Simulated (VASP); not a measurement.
CaF2 (Fluorite), 3 atoms in the cell. Symmetry: I4/mmm, No. 139, tetragonal system. Conventional cell: a = 3.862 Å, b = 3.862 Å, c = 5.498 Å, α = 90.00°, β = 90.00°, γ = 90.00°. Within 3.1 Å of Ca (site symmetry 4/mmm) lie 8 F at 2.37 Å. Within 3.1 Å of F (site symmetry -4m2) lie 4 Ca at 2.37 Å and 6 F at 2.73 to 2.75 Å. 

* Program: VASP 6.6.1
* Task: single point
* Functional: r2SCAN
* Potentials or basis: VASP PAW PBE potentials, release 64 (Ca_sv, F)
* Cutoff: 660 eV
* k mesh: 6 × 6 × 6
* Occupations: gaussian, width 0.05 eV
* Spin: no spin polarisation
* Dipole correction: no
* Further INCAR settings: ALGO = Normal; EDIFF = 1e-06; NBANDS = 19

Potentials or basis: VASP PAW PBE potentials, release 64 (Ca_sv, F).

Command:

```bash
$ cat potpaw_PBE.64/Ca_sv/POTCAR potpaw_PBE.64/F/POTCAR > POTCAR
$ cp INCAR.step1 INCAR
$ mpirun -np 1 vasp_std > vasp.out
$ cp INCAR.step2 INCAR
$ mpirun -np 1 vasp_std > vasp.out
```

Hardware: 1 thread of Intel(R) Xeon(R) Platinum 8559C (Emerald Rapids), with other jobs on the host.

How long does it take, and how much memory?

It took 64 s on 1 thread of Intel(R) Xeon(R) Platinum 8559C (Emerald Rapids) (shared host), peak memory 0.2 GiB. Counts: k points 30.
